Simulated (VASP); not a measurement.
Crystal: Ga2S5.

```
CELL_PARAMETERS angstrom
6.98983 0.00000 0.00000
-3.49492 6.05337 0.00000
0.00000 0.00000 5.42745
ATOMIC_POSITIONS crystal
Ga 0.33333 0.66667 0.76992
Ga 0.66667 0.33333 0.23008
S 0.33333 0.66667 0.25874
S 0.00000 0.50000 0.50000
S 0.50000 0.50000 0.50000
S 0.50000 0.00000 0.50000
S 0.66667 0.33333 0.74126
```

The cell was generated, and may not be a known phase.

```yaml
Program: VASP 6.6.1
Task: relaxation of cell and atoms
Functional: PBE
Potentials_or_basis: VASP PAW PBE potentials, release 64 (Ga_d, S)
Cutoff: 600 eV
k_mesh: 6 × 6 × 8
Occupations: gaussian, width 0.1 eV
Spin: no spin polarisation
```

At the start: pressure 0.2 GPa; volume 32.81 Å³/atom.

Question: Where does the relaxation end?

Answer: Over 13 steps the energy falls by 3.3 meV/atom and the volume is 33.28 Å³/atom (+1.4 %); space group P-3m1 (No. 164, to 0.1 Å) before and after.

Step by step:
```tsv
step	energy change (eV)	largest force (eV/Å)	pressure (GPa)	volume (Å³)
1	0.0000	0.0081	0.18	229.65
2	-0.0070	0.0345	0.04	230.85
3	-0.0179	0.1133	-0.37	234.44
4	-0.0220	0.0679	-0.20	233.79
5	-0.0225	0.0441	-0.13	233.48
6	-0.0225	0.0419	-0.09	233.46
7	-0.0229	0.0309	-0.05	233.13
8	-0.0231	0.0242	-0.02	232.92
9	-0.0231	0.0103	0.04	232.51
10	-0.0231	0.0168	0.01	232.69
11	-0.0231	0.0158	0.02	232.68
12	-0.0232	0.0137	0.00	232.76
13	-0.0232	0.0075	-0.01	232.93
```

Final structure:
```cif
data_structure
_symmetry_space_group_name_H-M 'P 1'
_symmetry_Int_Tables_number 1
_cell_length_a 7.1180
_cell_length_b 7.1180
_cell_length_c 5.3086
_cell_angle_alpha 90.000
_cell_angle_beta 90.000
_cell_angle_gamma 120.000
_cell_volume 232.93
loop_
_atom_site_label
_atom_site_type_symbol
_atom_site_fract_x
_atom_site_fract_y
_atom_site_fract_z
_atom_site_occupancy
Ga1 Ga 0.33333 0.66667 0.76841 1
Ga2 Ga 0.66667 0.33333 0.23159 1
S1 S 0.33333 0.66667 0.26059 1
S2 S 0.00000 0.50000 0.50000 1
S3 S 0.50000 0.50000 0.50000 1
S4 S 0.50000 0.00000 0.50000 1
S5 S 0.66667 0.33333 0.73941 1
```
